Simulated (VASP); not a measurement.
Here is a VASP 6.6.1 calculation.

Contents of INCAR:

```
SYSTEM = Pt
  ALGO = Normal
  EDIFF = 1E-6
  ENCUT = 520
  GGA = PS
  ISIF = 2
  ISMEAR = 1
  LASPH = .True.
  LCHARG = .False.
  LREAL = .False.
  LWAVE = .False.
  NBANDS = 11
  NELM = 80
  PREC = Accurate
  SIGMA = 0.05
```

KPOINTS

```
k-points
0
Gamma
  10 10 10
  0 0 0
```

File POSCAR:

```
Pt
1.0
    0.0000000000      1.9276579849      1.9276579849
    1.9276579849      0.0000000000      1.9276579849
    1.9276579849      1.9276579849      0.0000000000
Pt
1
Direct
    0.0000000000      0.0000000000      0.0000000000
```

Potentials or basis: VASP PAW PBE potentials, release 64 (Pt).

Launch:

```console
$ cat potpaw_PBE.64/Pt/POTCAR > POTCAR
$ mpirun -np 1 vasp_std > vasp.out
```

Task: Predict the pressure.

Result: 15.6 GPa.

Task: Estimate the band gap on the k mesh.

Result: Zero (band 5 reaches 12.68 eV, above the bottom of band 6 at 10.27 eV).

Caveat: the PAW data sets were made with another functional, which shifts forces and pressure a little; spin-orbit coupling is left out, which moves the levels of the heavy elements.
